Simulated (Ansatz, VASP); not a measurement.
Zn7O: VASP beside Ansatz

```
Zn O
1.0
     2.89998    0.00000    0.00000
    -1.44999    2.51145    0.00000
     0.00000    0.00000   16.17742
Zn O
7 1
Direct
  0.33333 0.66667 0.73455
  0.66667 0.33333 0.87175
  0.33333 0.66667 0.46064
  0.00000 0.00000 0.59614
  0.00000 0.00000 0.00197
  0.33333 0.66667 0.18545
  0.00000 0.00000 0.32238
  0.00000 0.00000 0.12112
```

Alike in both runs: functional PBE; k mesh 7 × 7 × 1; occupations gaussian, width 0.2 eV; no spin polarisation.

Ansatz relaxed the structure, and its values are those at the end. VASP's run is a single point on that final structure, the one shown.

|  | VASP | Ansatz |
| --- | --- | --- |
| version | VASP 6.6.1 | Ansatz 0.2.0 |
| potentials or method | VASP PAW PBE potentials, release 64 (Zn, O), cutoff 520 eV | scalar-relativistic, plane waves, PAW |
| valence electrons in the cell | 90 | 90 |

|  | VASP | Ansatz | Ansatz less VASP |
| --- | --- | --- | --- |
| gap on the k mesh at the Fermi level (eV) | none | none | - |
| pressure (GPa) | 0.7 | 0.3 | -0.41 |
| rms of the force components (eV/Å) | 0.024 | 0.006 | -0.0181 |

A gap of «none» marks a metal or a gap that the smearing closes.

The k mesh is coarse, so the values compare programs but aren't converged.
